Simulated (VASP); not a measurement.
# TaC3 (Cmmm) in VASP: further runs

TaC3 is run at these levels: PBE; tasks: relaxation of cell and atoms, single point.

Program: VASP 6.6.1. These are calculated values, not measurements. Logs are shortened: lines on timing, memory, paths and dates and some standing lists are left out, and cuts for length are marked.

**1. The cell of the first run**

The structure is orthorhombic, space group Cmmm (No. 65). Conventional cell: a = 4.372 Å, b = 5.743 Å, c = 2.956 Å, α = 90.00°, β = 90.00°, γ = 90.00°. Within 3.0 Å of Ta (site symmetry mmm) lie 12 C at 2.19 to 2.87 Å and 2 Ta at 2.96 Å. Within 3.0 Å of C (site symmetry mmm) lie 4 Ta at 2.19 to 2.87 Å and 10 C at 2.33 to 2.96 Å. Within 3.0 Å of C (site symmetry 2/m) lie 10 C at 2.19 to 2.96 Å and 4 Ta at 2.33 Å.

The cell was generated, and may not be a known phase.

**2. Relaxation of cell and atoms, PBE**

INCAR

```
SYSTEM = TaC3
PREC     = Accurate       ! precision mode
ENCUT    = 600            ! plane-wave cutoff, eV
EDIFF    = 1E-6           ! SCF threshold, eV
ISMEAR   = 0              ! smearing method
SIGMA    = 0.1            ! smearing width, eV
LREAL    = .FALSE.        ! projectors in reciprocal space
LASPH    = .TRUE.         ! aspherical terms in the spheres
NELM     = 60             ! most SCF steps
ALGO     = Normal         ! electronic algorithm
ISIF     = 3              ! what is computed and relaxed
LWAVE    = .FALSE.        ! write WAVECAR
LCHARG   = .FALSE.        ! write CHGCAR
GGA      = PE             ! functional
IBRION   = 2              ! ionic algorithm
NSW      = 100            ! ionic steps
EDIFFG   = -0.01          ! ionic threshold
```

KPOINTS

```
regular mesh
0
G
  14 14 16
  0 0 0
```

POSCAR

```
TaC3
1.0
    2.1857878857     -2.8712880740      0.0000000000
    2.1857878857      2.8712880740      0.0000000000
    0.0000000000      0.0000000000      2.9556229096
Ta C
1 3
Direct
    0.0000000000      0.0000000000      0.0000000000
    0.5000000000      0.5000000000      0.0000000000
    0.0000000000      0.5000000000      0.5000000000
    0.5000000000      0.0000000000      0.5000000000
```

Potentials or basis: VASP PAW PBE potentials, release 64 (Ta_pv, C).

Started as:

```
$ cat potpaw_PBE.64/Ta_pv/POTCAR potpaw_PBE.64/C/POTCAR > POTCAR
$ mpirun -np 1 vasp_std > vasp.out
```

OUTCAR:

```text
SYSTEM = TaC3
   PREC = Accurate
   ENCUT = 600
   EDIFF = 1E-6
   ISMEAR = 0
   LREAL = .FALSE.
   LASPH = .TRUE.
   NELM = 60
   ISIF = 3
   GGA = PE
   IBRION = 2
   NSW = 100
   EDIFFG = -0.01

 ion  position               nearest neighbor table
   1  0.000  0.000  0.000-   2 2.19   2 2.19   4 2.33   3 2.33   4 2.33   3 2.33   3 2.33   4 2.33
                             4 2.33   3 2.33
   2  0.500  0.500  0.000-   1 2.19   1 2.19
   3  0.000  0.500  0.500-   1 2.33   1 2.33   1 2.33   1 2.33
   4  0.500  0.000  0.500-   1 2.33   1 2.33   1 2.33   1 2.33

  LATTYP: Found a base centered orthorhombic cell.
 ALAT       =     4.3715757714
 B/A-ratio  =     1.3136169766
 C/A-ratio  =     0.6761001214

  Lattice vectors:

 A1 = (   2.1857878857,  -2.8712880740,   0.0000000000)
 A2 = (   2.1857878857,   2.8712880740,   0.0000000000)
 A3 = (   0.0000000000,   0.0000000000,   2.9556229096)

Analysis of symmetry for initial positions (statically):
=====================================================================
 Subroutine PRICEL returns:
 Original cell was already a primitive cell.

 Routine SETGRP: Setting up the symmetry group for a
 base centered orthorhombic supercell.

 Subroutine GETGRP returns: Found  8 space group operations
 (whereof  8 operations were pure point group operations)
 out of a pool of  8 trial point group operations.

The static configuration has the point symmetry D_2h.

Analysis of symmetry for dynamics (positions and initial velocities):
=====================================================================
 Subroutine PRICEL returns:
 Original cell was already a primitive cell.

 Routine SETGRP: Setting up the symmetry group for a
 base centered orthorhombic supercell.

 Subroutine GETGRP returns: Found  8 space group operations
 (whereof  8 operations were pure point group operations)
 out of a pool of  8 trial point group operations.

The dynamic configuration has the point symmetry D_2h.

 Subroutine INISYM returns: Found  8 space group operations
 (whereof  8 operations are pure point group operations),
 and found     1 'primitive' translations

----------------------------------------------------------------------------------------

                                     Primitive cell

  volume of cell :      37.0991

  direct lattice vectors                    reciprocal lattice vectors
     2.185787886 -2.871288074  0.000000000     0.228750467 -0.174137874  0.000000000
     2.185787886  2.871288074  0.000000000     0.228750467  0.174137874  0.000000000
     0.000000000  0.000000000  2.955622910     0.000000000  0.000000000  0.338338154

  length of vectors
     3.608595833  3.608595833  2.955622910     0.287490479  0.287490479  0.338338154

  position of ions in fractional coordinates (direct lattice)
     0.000000000  0.000000000  0.000000000
     0.500000000  0.500000000  0.000000000
     1.000000000  0.500000000  0.500000000
     0.500000000  1.000000000  0.500000000

  ion indices of the primitive-cell ions
   primitive index   ion index
                 1           1
                 2           2
                 3           3
                 4           4

----------------------------------------------------------------------------------------

 KPOINTS: regular mesh

Automatic generation of k-mesh.
 Grid dimensions read from file:
 generate k-points for:   14   14   16

 Generating k-lattice:

  Cartesian coordinates                     Fractional coordinates (reciprocal lattice)
     0.016339319 -0.012438420  0.000000000     0.071428571 -0.000000000  0.000000000
     0.016339319  0.012438420  0.000000000    -0.000000000  0.071428571  0.000000000
     0.000000000  0.000000000  0.021146135     0.000000000  0.000000000  0.062500000

  Length of vectors
     0.020535034  0.020535034  0.021146135

  Shift w.r.t. Gamma in fractional coordinates (k-lattice)
     0.000000000  0.000000000  0.000000000

 Subroutine IBZKPT returns following result:
 ===========================================

 Found    513 irreducible k-points:

 Following reciprocal coordinates:
            Coordinates               Weight
  0.000000  0.000000  0.000000      1.000000
  0.071429  0.000000  0.000000      4.000000
  0.142857  0.000000  0.000000      4.000000
  0.214286  0.000000  0.000000      4.000000
  0.285714 -0.000000  0.000000      4.000000
  0.357143  0.000000  0.000000      4.000000
[... 16 lines left out ...]
  0.214286  0.142857  0.000000      4.000000
  0.285714  0.142857  0.000000      4.000000
 [... further k-points ...]
   k-points           NKPTS =    513   k-points in BZ     NKDIM =    513   number of bands    NBANDS=     15
   number of dos      NEDOS =    301   number of ions     NIONS =      4
   total plane-waves  NPLWV =  21600
   dimension x,y,z NGX =    30 NGY =   30 NGZ =   24
   dimension x,y,z NGXF=    60 NGYF=   60 NGZF=   48
   ions per type =               1   3
   NGX,Y,Z   is equivalent  to a cutoff of  13.82, 13.82, 13.50 a.u.
   NGXF,Y,Z  is equivalent  to a cutoff of  27.64, 27.64, 27.00 a.u.
 SYSTEM =  TaC3
   PREC   = accura    normal or accurate (medium, high low for compatibility)
   ISTART =      0    job   : 0-new  1-cont  2-samecut
   ICHARG =      2    charge: 1-file 2-atom 10-const
   ISPIN  =      1    spin polarized calculation?
   LNONCOLLINEAR =      F non collinear calculations
   LSORBIT =      F    spin-orbit coupling
   LASPH  =      T    aspherical Exc in radial PAW
   ENCUT  =  600.0 eV  44.10 Ry    6.64 a.u.   7.21  7.21  5.90*2*pi/ulx,y,z
   NELM   =     60;   NELMIN=  2; NELMDL= -5     # of ELM steps
   EDIFF  = 0.1E-05   stopping-criterion for ELM
   LREAL  =      F    real-space projection
   EDIFFG = -.1E-01   stopping-criterion for IOM
   NSW    =    100    number of steps for IOM
   IBRION =      2    ionic relax: 0-MD 1-quasi-New 2-CG
   NFREE  =      1    steps in history (QN), initial steepest desc. (CG)
   ISIF   =      3    stress and relaxation
   ISYM   =      2    0-nonsym 1-usesym 2-fastsym
   POTIM  = 0.5000    time-step for ionic-motion
   TEBEG  =    0.0;   TEEND  =   0.0 temperature during run
   PSTRESS=    0.0 pullay stress
   NELECT =      23.0000    total number of electrons
   NUPDOWN=      -1.0000    fix difference up-down
   EMIN   =  10.00;   EMAX   =-10.00  energy-range for DOS
   EFERMI =   0.00;   METHOD = LEGACY
   ISMEAR =     0;   SIGMA  =   0.10  broadening in eV -4-tet -1-fermi 0-gaus
   EFERMI_NEDOS =   21; number of points for ismear=-14 and -15
   IALGO  =     38    algorithm
   IMIX   =      4    mixing-type and parameters
     AMIX     =   0.40;   BMIX     =  1.00
     AMIX_MAG =   1.60;   BMIX_MAG =  1.00
  volume/ion in A,a.u.               =       9.27        62.59
  Fermi-wavevector in a.u.,A,eV,Ry     =   1.395927  2.637920 26.512495  1.948613
  Thomas-Fermi vector in A             =   2.519331
   LORBIT       =      0    0 simple, 1 ext, 2 COOP (PROOUT), +10 PAW based schemes
   GGA     = PE    functional components
   LHFCALC =     F    Hartree Fock is set to
   AEXX    =    0.0000 exact exchange contribution
   IVDW    =     0    specifies the selected vdW correction
   LEPSILON=     F    determine dielectric tensor
   LRPA    =     F    only Hartree local field effects (RPA)
 conjugate gradient relaxation of ions
 non-spin polarized calculation
 Gauss-broadening in eV      SIGMA  =   0.10
  energy-cutoff  :      600.00
  volume of cell :       37.10
 maximum number of plane-waves:      1261
 NGX is ok and might be reduce to    30
   NGX = 15   NGY = 15   NGZ = 11

--------------------------------------- Ionic step        1  -------------------------------------------

 number of electron      23.0000002 magnetization

 Free energy of the ion-electron system (eV)
  ---------------------------------------------------
  ext. energy  EPLUGINS =         0.00000000
  ---------------------------------------------------
  free energy    TOTEN  =       -31.69593341 eV

  energy without entropy =      -31.68649721  energy(sigma->0) =      -31.69121531

------------------------ aborting loop because EDIFF is reached ----------------------------------------

  FORCE on cell =-STRESS in cart. coord.  units (eV):
  Direction    XX          YY          ZZ          XY          YZ          ZX
  --------------------------------------------------------------------------------------
  -------------------------------------------------------------------------------------
  Total       -0.1251442      0.0106387      0.0166356     -0.0000000      0.0000000      0.0000000
  in kB       -5.4045265      0.4594481      0.7184318     -0.0000000      0.0000000      0.0000000
  external PRESSURE =      -1.4088822 kB  Pullay stress =       0.0000000 kB
[... 175 lines left out ...]
  energy  without entropy=      -31.6865947243  energy(sigma->0) =      -31.69129080

--------------------------------------- Ionic step        6  -------------------------------------------

 number of electron      23.0000002 magnetization

 Free energy of the ion-electron system (eV)
  ---------------------------------------------------
  ext. energy  EPLUGINS =         0.00000000
  ---------------------------------------------------
  free energy    TOTEN  =       -31.69599955 eV

  energy without entropy =      -31.68662478  energy(sigma->0) =      -31.69131216

 E-fermi :   7.3945     XC(G=0): -12.9151

 val. band max:        7.3944771190   @ k =  -0.4286   0.2143   0.5000
 cond. band min:       7.3967233063   @ k =   0.3571   0.0714   0.0625
 fundamental gap:      0.0022461873
 Fermi energy:         7.3945187476

 k-point     1 :       0.0000    0.0000    0.0000
  band No.  band energies     occupation
      1     -27.5338      2.00000
      2     -27.4006      2.00000
      3     -27.2099      2.00000
      4      -8.6370      2.00000
      5      -1.4518      2.00000
      6      -0.5337      2.00000
      7       1.4306      2.00000
      8       3.5300      2.00000
      9       4.6667      2.00000
     10       5.4502      2.00000
     11       5.5119      2.00000
     12       9.1097      0.00000
     13       9.4667      0.00000
     14       9.5801      0.00000
     15       9.8587      0.00000
[... 397 lines left out ...]
 k-point    24 :       0.2857    0.1429    0.0000
  band No.  band energies     occupation
      1     -27.5905      2.00000
      2     -27.4379      2.00000
      3     -27.2005      2.00000
      4      -7.0698      2.00000
      5      -3.8758      2.00000
      6      -1.0887      2.00000
      7       2.2017      2.00000
      8       4.0375      2.00000
      9       4.2314      2.00000
     10       5.6802      2.00000
     11       6.2391      2.00000
     12       6.2545      2.00000
     13       7.6072      0.00264
     14      10.2393      0.00000
     15      10.5749      0.00000

 [... further k-points ...]

------------------------ aborting loop because EDIFF is reached ----------------------------------------

  FORCE on cell =-STRESS in cart. coord.  units (eV):
  Direction    XX          YY          ZZ          XY          YZ          ZX
  --------------------------------------------------------------------------------------
  -------------------------------------------------------------------------------------
  Total        0.0172159      0.0006431     -0.0272354     -0.0000000      0.0000000      0.0000000
  in kB        0.7435437      0.0277732     -1.1762815     -0.0000000      0.0000000      0.0000000
  external PRESSURE =      -0.1349882 kB  Pullay stress =       0.0000000 kB
[... 19 lines left out ...]
  FREE ENERGIE OF THE ION-ELECTRON SYSTEM (eV)
  ---------------------------------------------------
  free  energy   TOTEN  =       -31.6959995527 eV

  energy  without entropy=      -31.6866247767  energy(sigma->0) =      -31.69131216

 reached required accuracy - stopping structural energy minimisation
```

Wall time 5 min (1 thread of Intel Xeon 6975P-C (Granite Rapids), shared host); peak memory 0.46 GiB.

Results:

```yaml
Free_energy: -31.6960 eV
Energy_gained_by_relaxing: 0.0 meV/atom
Ionic_steps: 6
Pressure_after_relaxing: 0.0 GPa
Band_gap_on_the_k_mesh: zero (an odd number of electrons rules out a gap without spin polarisation)
```

Stress tensor (GPa, compression positive):
```
 0.07  0.00  0.00
 0.00  0.00  0.00
 0.00  0.00 -0.12
```

Final structure:
```yaml
crystal:
  lattice:
    - [2.18255, -2.87345, 0.00000]
    - [2.18255, 2.87345, 0.00000]
    - [0.00000, 0.00000, 2.95756]
  atoms:
    - { symbol: Ta, position: [0.00000, 0.00000, 0.00000] }
    - { symbol: C, position: [0.50000, 0.50000, 0.00000] }
    - { symbol: C, position: [0.00000, 0.50000, 0.50000] }
    - { symbol: C, position: [0.50000, 0.00000, 0.50000] }
```

Levels at points of the mesh, in eV from the Fermi level:
```tsv
k point	band 10	band 11	band 12	band 13	band 14	band 15
(0.00, 0.00, 0.00)	-1.94	-1.88	1.72	2.07	2.19	2.46
(0.50, 0.00, 0.00)	-0.61	-0.42	0.21	0.95	1.49	2.04
(0.50, 0.50, 0.00)	-1.32	-1.28	0.43	0.74	0.99	2.50
(0.00, 0.00, 0.50)	-2.97	-1.34	-1.28	-0.82	-0.02	4.77
(0.50, 0.00, 0.50)	-1.29	-0.91	-0.73	0.89	2.45	3.14
(0.50, 0.50, 0.50)	-3.95	1.98	2.12	2.27	3.43	4.61
```

Caveat: spin-orbit coupling is left out, which moves the levels of the heavy elements.

**3. Single point, PBE**

This run uses another cell than the first one, of 9.20 Å³/atom.

INCAR

```
  PREC = Accurate
  ENCUT = 700
  EDIFF = 1E-6
  ISMEAR = 0
  SIGMA = 0.1
  LREAL = F
  LASPH = T
  NELM = 120
  ALGO = Normal
  ISIF = 2
  LWAVE = F
  LCHARG = T
  GGA = PE
  LELF = T
  LVHAR = T
  NBANDS = 20
  GGA_COMPAT = F
```

KPOINTS

```
regular mesh
0
Gamma
  4 4 6
```

POSCAR

```
TaC3
1.0
    2.2191109440     -2.7703144292      0.0000000000
    2.2191109440      2.7703144292      0.0000000000
    0.0000000000      0.0000000000      2.9938522166
Ta C
1 3
Direct
    0.0000000000      0.0000000000      0.0000000000
    0.5000000000      0.5000000000      0.0000000000
    0.0000000000      0.5000000000      0.5000000000
    0.5000000000      0.0000000000      0.5000000000
```

Potentials or basis: VASP PAW PBE potentials, release 64 (Ta_sv_GW, C).

Started as:

```
$ cat potpaw_PBE.64/Ta_sv_GW/POTCAR potpaw_PBE.64/C/POTCAR > POTCAR
$ mpirun -np 1 vasp_std > vasp.out
```

Wall time 27 s (1 thread of Intel Xeon Platinum 8488C (Sapphire Rapids), shared host); peak memory 0.2 GiB.

The run converged. Its results:

```yaml
Free_energy: -34.2489 eV
Pressure: -0.1 GPa
Band_gap_on_the_k_mesh: zero (an odd number of electrons rules out a gap without spin polarisation)
```

Stress tensor (GPa, compression positive):
```
 0.04  0.00  0.00
 0.00 -0.24  0.00
 0.00  0.00  0.02
```

Levels at points of the mesh, in eV from the Fermi level:
```
           k point  band 10  band 11  band 12  band 13  band 14  band 15  band 16  band 17
(0.00, 0.00, 0.00)    -3.10    -1.56    -1.53     1.37     1.84     1.93     2.05     3.39
(0.50, 0.00, 0.00)    -4.01    -0.90    -0.66    -0.07     0.97     1.32     2.57     3.20
(0.50, 0.50, 0.00)    -2.09    -1.05    -1.03     0.19     0.58     0.88     2.36     4.87
(0.00, 0.00, 0.50)    -5.21    -2.49    -1.43    -1.03    -0.88     0.17     3.98     4.65
(0.50, 0.00, 0.50)    -4.26    -1.28    -1.20    -0.78     0.52     2.12     3.62     4.35
(0.50, 0.50, 0.50)    -4.66    -4.36     2.16     2.21     2.37     3.58     4.78     4.87
```

Caveat: the k points lie up to 0.45 Å⁻¹ apart, too coarse for converged energies and pressures of a metal; spin-orbit coupling is left out, which moves the levels of the heavy elements.

The gap in the log of VASP goes by the Fermi energy; the results here count the filled bands.